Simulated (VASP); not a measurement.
# CdSe in VASP: further runs, part 2 of 2

VASP 6.6.1. The steps go on from the part before.

**5. Single point, PBE**

The input, INCAR:

```
SYSTEM = CdSe
PREC     = Accurate       ! precision mode
ENCUT    = 520            ! plane-wave cutoff, eV
EDIFF    = 1E-6           ! SCF threshold, eV
ISMEAR   = 0              ! smearing method
SIGMA    = 0.05           ! smearing width, eV
LREAL    = .False.        ! projectors in reciprocal space
LASPH    = .True.         ! aspherical terms in the spheres
NELM     = 60             ! most SCF steps
ALGO     = Normal         ! electronic algorithm
ISIF     = 2              ! what is computed and relaxed
LWAVE    = .False.        ! write WAVECAR
LCHARG   = .False.        ! write CHGCAR
GGA      = PE             ! functional
NBANDS   = 26             ! bands
```

The input, KPOINTS:

```
Automatic mesh
0
Gamma
  9 9 4
  0 0 0
```

The input, POSCAR:

```
CdSe
1.0
    4.3000000000      0.0000000000      0.0000000000
   -2.1500000000      3.7239092363      0.0000000000
    0.0000000000      0.0000000000      7.0200000000
Cd Se
2 2
Direct
    0.3333333333      0.6666666667      0.0000000000
    0.6666666667      0.3333333333      0.5000000000
    0.3333333333      0.6666666667      0.3850000000
    0.6622979127      0.3202854895      0.8726197557
```

Potentials or basis: VASP PAW PBE potentials, release 64 (Cd, Se).

Command:

```console
> cat potpaw_PBE.64/Cd/POTCAR potpaw_PBE.64/Se/POTCAR > POTCAR
> mpirun -np 1 vasp_std > vasp.out
```

OUTCAR:

```text
SYSTEM = CdSe
   PREC = Accurate
   ENCUT = 520
   EDIFF = 1E-6
   ISMEAR = 0
   LREAL = .False.
   LASPH = .True.
   NELM = 60
   ISIF = 2
   GGA = PE

 ion  position               nearest neighbor table
   1  0.333  0.667  0.000-   4 2.59   4 2.65   4 2.67   3 2.70
   2  0.667  0.333  0.500-   3 2.61   3 2.61   3 2.61   4 2.62
   3  0.333  0.667  0.385-   2 2.61   2 2.61   2 2.61   1 2.70
   4  0.662  0.320  0.873-   1 2.59   2 2.62   1 2.65   1 2.67

  LATTYP: Found a hexagonal cell.
 ALAT       =     4.3000000000
 C/A-ratio  =     1.6325581395

  Lattice vectors:

 A1 = (   4.3000000000,   0.0000000000,   0.0000000000)
 A2 = (  -2.1500000000,   3.7239092363,   0.0000000000)
 A3 = (   0.0000000000,   0.0000000000,   7.0200000000)

Analysis of symmetry for initial positions (statically):
=====================================================================
 Subroutine PRICEL returns:
 Original cell was already a primitive cell.

 Routine SETGRP: Setting up the symmetry group for a
 hexagonal supercell.

 Subroutine GETGRP returns: Found  1 space group operations
 (whereof  1 operations were pure point group operations)
 out of a pool of 24 trial point group operations.

The static configuration has the point symmetry C_1 .

Analysis of symmetry for dynamics (positions and initial velocities):
=====================================================================
 Subroutine PRICEL returns:
 Original cell was already a primitive cell.

 Routine SETGRP: Setting up the symmetry group for a
 hexagonal supercell.

 Subroutine GETGRP returns: Found  1 space group operations
 (whereof  1 operations were pure point group operations)
 out of a pool of 24 trial point group operations.

The dynamic configuration has the point symmetry C_1 .
[... 117 lines left out ...]
   EFERMI =   0.00;   METHOD = LEGACY
   ISMEAR =     0;   SIGMA  =   0.05  broadening in eV -4-tet -1-fermi 0-gaus
   EFERMI_NEDOS =   21; number of points for ismear=-14 and -15
   IALGO  =     38    algorithm
   IMIX   =      4    mixing-type and parameters
     AMIX     =   0.40;   BMIX     =  1.00
     AMIX_MAG =   1.60;   BMIX_MAG =  1.00
  volume/ion in A,a.u.               =      28.10       189.64
  Fermi-wavevector in a.u.,A,eV,Ry     =   1.120059  2.116604 17.068937  1.254531
  Thomas-Fermi vector in A             =   2.256702
   LORBIT       =      0    0 simple, 1 ext, 2 COOP (PROOUT), +10 PAW based schemes
   GGA     = PE    functional components
   LHFCALC =     F    Hartree Fock is set to
   AEXX    =    0.0000 exact exchange contribution
   IVDW    =     0    specifies the selected vdW correction
   LEPSILON=     F    determine dielectric tensor
   LRPA    =     F    only Hartree local field effects (RPA)
 non-spin polarized calculation
 Gauss-broadening in eV      SIGMA  =   0.05
  energy-cutoff  :      520.00
  volume of cell :      112.41
 maximum number of plane-waves:      3046
   NGX = 15   NGY = 15   NGZ = 27

 number of electron      35.9999998 magnetization

 Free energy of the ion-electron system (eV)
  ---------------------------------------------------
  ext. energy  EPLUGINS =         0.00000000
  ---------------------------------------------------
  free energy    TOTEN  =       -10.89925353 eV

  energy without entropy =      -10.89925353  energy(sigma->0) =      -10.89925353

 E-fermi :   1.2250     XC(G=0):  -8.8835

 val. band max:        0.9569690758   @ k =   0.0000   0.0000   0.0000
 cond. band min:       1.6247250667   @ k =   0.0000   0.0000   0.0000
 fundamental gap:      0.6677559909
 Fermi energy:         1.2250189492

 k-point     1 :       0.0000    0.0000    0.0000
  band No.  band energies     occupation
      1     -11.6584      2.00000
      2     -11.2818      2.00000
      3      -6.9983      2.00000
      4      -6.9903      2.00000
      5      -6.9694      2.00000
      6      -6.9173      2.00000
[... 685 lines left out ...]
     25       9.0442      0.00000
     26       9.2766      0.00000

 [... further k-points ...]

------------------------ aborting loop because EDIFF is reached ----------------------------------------

  FORCE on cell =-STRESS in cart. coord.  units (eV):
  Direction    XX          YY          ZZ          XY          YZ          ZX
  --------------------------------------------------------------------------------------
  -------------------------------------------------------------------------------------
  Total        2.1445327      2.8431940      2.0136810      0.0605364     -0.2273736      0.0344881
  in kB       30.5659989     40.5240104     28.7009715      0.8628249     -3.2407535      0.4915590
  external PRESSURE =      33.2636603 kB  Pullay stress =       0.0000000 kB

 VOLUME and BASIS-vectors are now :
 -----------------------------------------------------------------------------
  energy-cutoff  :      520.00
  volume of cell :      112.41
      direct lattice vectors                 reciprocal lattice vectors
     4.300000000  0.000000000  0.000000000     0.232558140  0.134267504  0.000000000
    -2.150000000  3.723909236  0.000000000     0.000000000  0.268535009  0.000000000
     0.000000000  0.000000000  7.020000000     0.000000000  0.000000000  0.142450142

 POSITION                                       TOTAL-FORCE (eV/Angst)
 -----------------------------------------------------------------------------------
     -0.00000      2.48261      0.00000         0.040157     -0.264614      0.211362
      2.15000      1.24130      3.51000        -0.000554      0.002462     -0.018306
     -0.00000      2.48261      2.70270         0.003655     -0.020786     -0.485934
      2.15927      1.19271      6.12579        -0.043258      0.282938      0.292878
 -----------------------------------------------------------------------------------
    total drift:                               -0.000016      0.000016     -0.000012

  FREE ENERGIE OF THE ION-ELECTRON SYSTEM (eV)
  ---------------------------------------------------
  free  energy   TOTEN  =       -10.8992535328 eV

  energy  without entropy=      -10.8992535328  energy(sigma->0) =      -10.89925353
```

OSZICAR:

```text
N       E                     dE             d eps       ncg     rms          rms(c)
DAV:   1     0.240828650409E+03    0.24083E+03   -0.17119E+04  8476   0.125E+03
DAV:   2     0.936542269864E+00   -0.23989E+03   -0.23176E+03  9328   0.309E+02
DAV:   3    -0.115504770066E+02   -0.12487E+02   -0.12424E+02 10014   0.706E+01
DAV:   4    -0.116514807509E+02   -0.10100E+00   -0.10092E+00  9408   0.606E+00
DAV:   5    -0.116521003355E+02   -0.61958E-03   -0.61956E-03  9750   0.454E-01    0.888E+00
DAV:   6    -0.109336536703E+02    0.71845E+00   -0.12369E+00 10144   0.110E+01    0.697E+00
DAV:   7    -0.109007645488E+02    0.32889E-01   -0.53914E-01  8964   0.375E+00    0.258E+00
DAV:   8    -0.108989188511E+02    0.18457E-02   -0.56709E-02  8808   0.239E+00    0.395E-01
DAV:   9    -0.108990022489E+02   -0.83398E-04   -0.72288E-03  9300   0.976E-01    0.112E-01
DAV:  10    -0.108991419661E+02   -0.13972E-03   -0.67037E-04  8818   0.273E-01    0.641E-02
DAV:  11    -0.108992571069E+02   -0.11514E-03   -0.21603E-04  8746   0.945E-02    0.200E-02
DAV:  12    -0.108992516194E+02    0.54875E-05   -0.57673E-05  9966   0.849E-02    0.960E-03
DAV:  13    -0.108992533696E+02   -0.17502E-05   -0.11408E-05  8692   0.305E-02    0.426E-03
DAV:  14    -0.108992535328E+02   -0.16325E-06   -0.55870E-07  6852   0.396E-03
   1 F= -.10899254E+02 E0= -.10899254E+02  d E =-.311380E-16
```

stdout:

```text
POSCAR found type information on POSCAR CdSe
 POSCAR found :  2 types and       4 ions
 scaLAPACK will be used
 LDA part: xc-table for (Slater+PW92), standard interpolation
 POSCAR, INCAR and KPOINTS ok, starting setup
 FFT: planning ... GRIDC
 FFT: planning ... GRID_SOFT
 FFT: planning ... GRID
 WAVECAR not read
 entering main loop
```

Wall time 3.4 min (1 thread of Intel Xeon Platinum 8488C (Sapphire Rapids), shared host); peak memory 0.53 GiB.

What came out:

```
Free energy            : -10.8993 eV
Pressure               : 3.3 GPa
Largest force          : 0.486 eV/Å
Band gap on the k mesh : 0.67 eV
```

Forces on the atoms (eV/Å):
```
Cd   0.040 -0.265  0.211
Cd  -0.001  0.002 -0.018
Se   0.004 -0.021 -0.486
Se  -0.043  0.283  0.293
```

Caveat: the cell stands under pressure; semilocal functionals underestimate gaps, and a narrow one can read as zero.
